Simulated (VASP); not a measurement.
Cr: single point with BLYP

The system is Cr.

```xyz
3
Lattice="4.2341 0.0000 0.0000 -2.1171 3.6668 0.0000 0.0000 0.0000 2.2704" Properties=species:S:1:pos:R:3 pbc="T T T"
Cr    2.1171    3.6668    0.0000
Cr    0.0000    2.4446    1.1352
Cr    2.1171    1.2223    1.1352
```

This isn't the form of Cr at room conditions, which is bcc.

| Item | Value |
| --- | --- |
| Program | VASP 6.6.1 |
| Task | single point |
| Functional | BLYP |
| Potentials or basis | VASP PAW PBE potentials, release 64 (Cr_pv) |
| Cutoff | 520 eV |
| k mesh | 10 × 10 × 15 |
| Occupations | fermi-dirac, width 0.05 eV |
| Spin | collinear spin, ferromagnetic start |
| Starting moments | [1.5, 1.5, 1.5] μB |
| Dipole correction | no |
| Further INCAR settings | ALGO = Normal; EDIFF = 1e-06; NBANDS = 29 |

| Item | Value |
| --- | --- |
| Pressure | 9.7 GPa |
| Band gap on the k mesh | zero (filled and empty bands overlap) |
| Net moment | 0.00 μB per cell |
| Valence electrons inside the program's atomic spheres | Cr 11.04, 11.11 (each value once) |

Stress tensor (GPa, compression positive):
```
 8.85  0.00  0.00
 0.00  8.85  0.00
 0.00  0.00 11.36
```

Levels at points of the mesh, in eV from the Fermi level:
Spin up:
| k point | band 14 | band 15 | band 16 | band 17 | band 18 | band 19 | band 20 | band 21 | band 22 | band 23 |
| --- | --- | --- | --- | --- | --- | --- | --- | --- | --- | --- |
| (0.00, 0.00, 0.00) | -2.08 | -2.00 | -2.00 | -1.94 | -0.38 | -0.38 | 1.37 | 1.37 | 1.44 | 1.44 |
| (0.50, 0.00, 0.00) | -2.49 | -1.97 | -1.89 | -1.65 | 0.66 | 0.83 | 1.31 | 1.50 | 1.58 | 1.74 |
Spin down:
```csv
k point,band 16,band 17,band 18,band 19,band 20,band 21
"(0.00, 0.00, 0.00)",-2.00,-1.94,-0.38,-0.38,1.37,1.37
"(0.50, 0.00, 0.00)",-1.89,-1.65,0.66,0.83,1.31,1.50
```

Wall time 5.8 min on 1 thread of Intel Xeon 8259CL (shared host), peak memory 0.27 GiB.

Caveat: the cell stands under pressure; the PAW data sets were made with another functional, which shifts forces and pressure a little.
